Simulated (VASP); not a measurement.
Write the native input for VASP 6.6.1 that does the following.

- Task: single point
- Functional: PBEsol
- Potentials or basis: VASP PAW PBE potentials, release 64 (Si, Ni)
- Cutoff: 520 eV
- k mesh: 14 × 14 × 5
- Occupations: gaussian, width 0.15 eV
- Spin: no spin polarisation
- Dipole correction: no
- Further INCAR settings: ALGO = Normal; EDIFF = 1e-06; NBANDS = 37

The structure of Si2Ni lies in POSCAR:

```
Si2Ni
1.0
    2.6957048481     -2.6957048481      0.0000000000
    2.6957048481      0.0000000000     -2.6957048481
    6.2901576927      4.9420356981      4.9420356981
Si Ni
6 3
Direct
    0.5972055550      0.5972055550      0.4166833333
    0.9861055550     -0.0138944450      0.0833500000
    0.2083055550      0.2083055550      0.7500166667
    0.5138555550      0.5138555550      0.9166833333
    0.9027555550     -0.0972444450      0.5833500000
    0.2916555550      0.2916555550      0.2500166667
    0.2499805550      0.2499805550      0.5000166667
    0.6388805550      0.6388805550      0.1666833333
    0.8610805550     -0.1389194450      0.8333500000
```

This cell differs from its parent crystal: the part above a cut slid along it.

The input as run:

INCAR

```
SYSTEM = Si2Ni
ALGO = Normal ; EDIFF = 1E-6
ENCUT = 520 ; GGA = PS
ISIF = 2 ; ISMEAR = 0
LASPH = .TRUE. ; LCHARG = .FALSE.
LREAL = .FALSE. ; LWAVE = .FALSE.
NBANDS = 37 ; NELM = 80
PREC = Accurate ; SIGMA = 0.15
```

KPOINTS

```
k-points
0
G
  14 14 5
  0 0 0
```

Potentials or basis: VASP PAW PBE potentials, release 64 (Si, Ni).

The run is started by

```sh
$ cat potpaw_PBE.64/Si/POTCAR potpaw_PBE.64/Ni/POTCAR > POTCAR
$ mpirun -np 1 vasp_std > vasp.out
```

Results of the run:

```yaml
Pressure: 0.5 GPa
Largest_force: 0.909 eV/Å
Band_gap_on_the_k_mesh: zero (bands 27 and 28 overlap by 1.64 eV)
```

Caveat: the cell differs from its parent crystal (the part above a cut slid along it); the stress differs along the axes, from -3 to 2 GPa; the PAW data sets were made with another functional, which shifts forces and pressure a little.

Run time: 48 min on 1 thread of Intel Xeon 8259CL, on a shared host, peak memory 0.89 GiB.
